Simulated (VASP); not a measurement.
# Sb (Im-3m) in VASP: a series of runs, part 2 of 2

VASP 6.6.1. The steps go on from the part before.

## 3. Single point, PBE-based screened hybrid with 25 % exact exchange

Contents of POSCAR:

```
Sb
1.0
   -1.8713408863      1.8713408863      1.8713408863
    1.8713408863     -1.8713408863      1.8713408863
    1.8713408863      1.8713408863     -1.8713408863
Sb
1
Direct
    0.0000000000      0.0000000000      0.0000000000
```

Contents of INCAR.step1:

```
PREC = Accurate
ENCUT = 520
EDIFF = 1E-5
ISMEAR = -1
SIGMA = 0.05
LREAL = False
LASPH = True
NELM = 80
ALGO = Normal
ISIF = 2
LWAVE = True
NBANDS = 8
GGA = PE
```

Contents of INCAR.step2:

```
PREC = Accurate
ENCUT = 520
EDIFF = 1E-7
ISMEAR = -1
SIGMA = 0.05
LREAL = False
LASPH = True
NELM = 80
ALGO = Normal
ISIF = 2
LWAVE = False
LCHARG = True
GGA = PE
LHFCALC = True
AEXX = 0.25
HFSCREEN = 0.2078699
PRECFOCK = Normal
LELF = True
LVHAR = True
NBANDS = 8
ISTART = 1
```

Contents of KPOINTS:

```
regular mesh
0
Gamma
  6 6 6
```

Potentials or basis: VASP PAW PBE potentials, release 64 (Sb).

The run is started by

```bash
> cat potpaw_PBE.64/Sb/POTCAR > POTCAR
> cp INCAR.step1 INCAR
> mpirun -np 1 vasp_std > vasp.out
> cp INCAR.step2 INCAR
> mpirun -np 1 vasp_std > vasp.out
```

OUTCAR:

```text
PREC = Accurate
   ENCUT = 520
   EDIFF = 1E-7
   ISMEAR = -1
   LREAL = False
   LASPH = True
   NELM = 80
   ISIF = 2
   GGA = PE
   LHFCALC = True
   AEXX = 0.25
   HFSCREEN = 0.2078699
   PRECFOCK = Normal
   ISTART = 1

 ion  position               nearest neighbor table
   1  0.000  0.000  0.000-

  LATTYP: Found a body centered cubic cell.
 ALAT       =     3.7426817726

  Lattice vectors:

 A1 = (  -1.8713408863,   1.8713408863,   1.8713408863)
 A2 = (   1.8713408863,  -1.8713408863,   1.8713408863)
 A3 = (   1.8713408863,   1.8713408863,  -1.8713408863)

Analysis of symmetry for initial positions (statically):
=====================================================================
 Subroutine PRICEL returns:
 Original cell was already a primitive cell.

 Routine SETGRP: Setting up the symmetry group for a
 body centered cubic supercell.

 Subroutine GETGRP returns: Found 48 space group operations
[... 157 lines left out ...]
  free energy    TOTEN  =        -4.69069606 eV

  energy without entropy =       -4.67811486  energy(sigma->0) =       -4.68440546

 E-fermi :   8.1769     XC(G=0):  -8.5836

 val. band max:        8.0838844782   @ k =   0.3333   0.1667   0.0000
 cond. band min:       8.2202856132   @ k =   0.5000   0.5000   0.3333
 fundamental gap:      0.1364011350
 Fermi energy:         8.1769073985

 k-point     1 :       0.0000    0.0000    0.0000
  band No.  band energies     occupation
      1      -5.8932      2.00000
      2      15.0828      0.00000
      3      15.0828      0.00000
      4      15.0828      0.00000
      5      19.9818      0.00000
      6      19.9818      0.00000
      7      19.9818      0.00000
      8      21.4677      0.00000
[... 155 lines left out ...]
 k-point    16 :       0.5000    0.5000    0.5000
  band No.  band energies     occupation
      1       2.7584      2.00000
      2       6.2777      2.00000
      3       6.2777      2.00000
      4       6.2777      2.00000
      5      11.9038      0.00000
      6      11.9038      0.00000
      7      27.1151      0.00000
      8      27.1151      0.00000

------------------------ aborting loop because EDIFF is reached ----------------------------------------

  FORCE on cell =-STRESS in cart. coord.  units (eV):
  Direction    XX          YY          ZZ          XY          YZ          ZX
  --------------------------------------------------------------------------------------
  -------------------------------------------------------------------------------------
  Total        0.0651914      0.0651914      0.0651914      0.0000000      0.0000000     -0.0000000
  in kB        3.9845756      3.9845756      3.9845756      0.0000000      0.0000000     -0.0000000
  external PRESSURE =       3.9845756 kB  Pullay stress =       0.0000000 kB

 VOLUME and BASIS-vectors are now :
 -----------------------------------------------------------------------------
  energy-cutoff  :      520.00
  volume of cell :       26.21
      direct lattice vectors                 reciprocal lattice vectors
    -1.871340886  1.871340886  1.871340886     0.000000000  0.267188092  0.267188092
     1.871340886 -1.871340886  1.871340886     0.267188092  0.000000000  0.267188092
     1.871340886  1.871340886 -1.871340886     0.267188092  0.267188092  0.000000000

 POSITION                                       TOTAL-FORCE (eV/Angst)
 -----------------------------------------------------------------------------------
      0.00000      0.00000      0.00000        -0.000000      0.000000      0.000000
 -----------------------------------------------------------------------------------
    total drift:                               -0.000000     -0.000000     -0.000000

  FREE ENERGIE OF THE ION-ELECTRON SYSTEM (eV)
  ---------------------------------------------------
  free  energy   TOTEN  =        -4.6906960574 eV

  energy  without entropy=       -4.6781148587  energy(sigma->0) =       -4.68440546
```

OUTCAR.step1:

```text
PREC = Accurate
   ENCUT = 520
   EDIFF = 1E-5
   ISMEAR = -1
   LREAL = False
[... 380 lines left out ...]

 POSITION                                       TOTAL-FORCE (eV/Angst)
 -----------------------------------------------------------------------------------
      0.00000      0.00000      0.00000        -0.000000     -0.000000     -0.000000
 -----------------------------------------------------------------------------------
    total drift:                                0.000000      0.000000      0.000000

  FREE ENERGIE OF THE ION-ELECTRON SYSTEM (eV)
  ---------------------------------------------------
  free  energy   TOTEN  =        -3.8443440567 eV

  energy  without entropy=       -3.8297386734  energy(sigma->0) =       -3.83704137
```

It took 11 min on 1 thread of AMD EPYC 7R43 (Zen 3), shared host; peak memory 0.21 GiB.

What came out:

```yaml
Free_energy: -4.6907 eV
Pressure: 0.4 GPa
Band_gap_on_the_k_mesh: zero (an odd number of electrons rules out a gap without spin polarisation)
```

Caveat: the k points lie up to 0.40 Å⁻¹ apart, too coarse for converged energies and pressures of a metal; the PAW data sets were made with another functional, which shifts forces and pressure a little; spin-orbit coupling is left out, which moves the levels of the heavy elements.

## 4. Single point, PBE-based screened hybrid with 35 % exact exchange

POSCAR is that of step 3.

Contents of INCAR.step1:

```
ALGO     = Normal         # electronic algorithm
EDIFF    = 1E-5           # SCF threshold, eV
ENCUT    = 520            # plane-wave cutoff, eV
GGA      = PE             # functional
ISIF     = 2              # what is computed and relaxed
ISMEAR   = -1             # smearing method
LASPH    = T              # aspherical terms in the spheres
LREAL    = F              # projectors in reciprocal space
LWAVE    = T              # write WAVECAR
NBANDS   = 8              # bands
NELM     = 80             # most SCF steps
PREC     = Accurate       # precision mode
SIGMA    = 0.05           # smearing width, eV
```

Contents of INCAR.step2:

```
AEXX     = 0.35           # exact-exchange fraction
ALGO     = Normal         # electronic algorithm
EDIFF    = 1E-6           # SCF threshold, eV
ENCUT    = 520            # plane-wave cutoff, eV
GGA      = PE             # functional
HFSCREEN = 0.2078699      # screening, 1/A
ISIF     = 2              # what is computed and relaxed
ISMEAR   = -1             # smearing method
ISTART   = 1            
LASPH    = T              # aspherical terms in the spheres
LCHARG   = T              # write CHGCAR
LELF     = T              # ELF
LHFCALC  = T              # exact exchange
LREAL    = F              # projectors in reciprocal space
LVHAR    = T            
LWAVE    = F              # write WAVECAR
NBANDS   = 8              # bands
NELM     = 80             # most SCF steps
PREC     = Accurate       # precision mode
PRECFOCK = Normal       
SIGMA    = 0.05           # smearing width, eV
```

Contents of KPOINTS:

```
k-points
0
Gamma
  6 6 6
```

The run is started by

```bash
> cat potpaw_PBE.64/Sb/POTCAR > POTCAR
> cp INCAR.step1 INCAR
> mpirun -np 1 vasp_std > vasp.out
> cp INCAR.step2 INCAR
> mpirun -np 1 vasp_std > vasp.out
```

It took 6.5 min on 1 thread of AMD EPYC 7R43 (Zen 3), shared host; peak memory 0.21 GiB.

It converged, with:

| Quantity | Value |
| --- | --- |
| Free energy | -5.1481 eV |
| Pressure | -1.4 GPa |
| Band gap on the k mesh | zero (an odd number of electrons rules out a gap without spin polarisation) |

Levels at points of the mesh, in eV from the Fermi level:
```
           k point  band 1  band 2  band 3  band 4  band 5
(0.00, 0.00, 0.00)  -14.62    7.20    7.20    7.20   12.11
(0.50, 0.00, 0.00)   -9.69   -6.38    2.58    5.10    7.81
(0.50, 0.50, 0.50)   -5.52   -2.02   -2.02   -2.02    3.91
```

Caveat: the k points lie up to 0.40 Å⁻¹ apart, too coarse for converged energies and pressures of a metal; the PAW data sets were made with another functional, which shifts forces and pressure a little; spin-orbit coupling is left out, which moves the levels of the heavy elements.

## 5. Summary

| level | share of exact exchange | gap on the mesh (eV) | pressure (GPa) |
| --- | --- | --- | --- |
| PBE-based screened hybrid with 15 % exact exchange | 0.15 | none | 1.9 |
| PBE-based screened hybrid with 25 % exact exchange | 0.25 | none | 0.4 |
| PBE-based screened hybrid with 35 % exact exchange | 0.35 | none | -1.4 |

Alike in all rows: task single point; potentials or basis VASP PAW PBE potentials, release 64 (Sb); no spin polarisation; cell as given; k mesh 6 × 6 × 6; cutoff (eV) 520; smearing fermi-dirac 0.05 eV.

Caveats: all runs use coarse meshes; the PAW data sets were made with another functional, which shifts forces and pressure a little; spin-orbit coupling is left out, which moves the levels of the heavy elements.

Total energies depend on the potentials used, so only differences within one code and one set of settings carry meaning.

The gap in the log of VASP goes by the Fermi energy; the results here count the filled bands.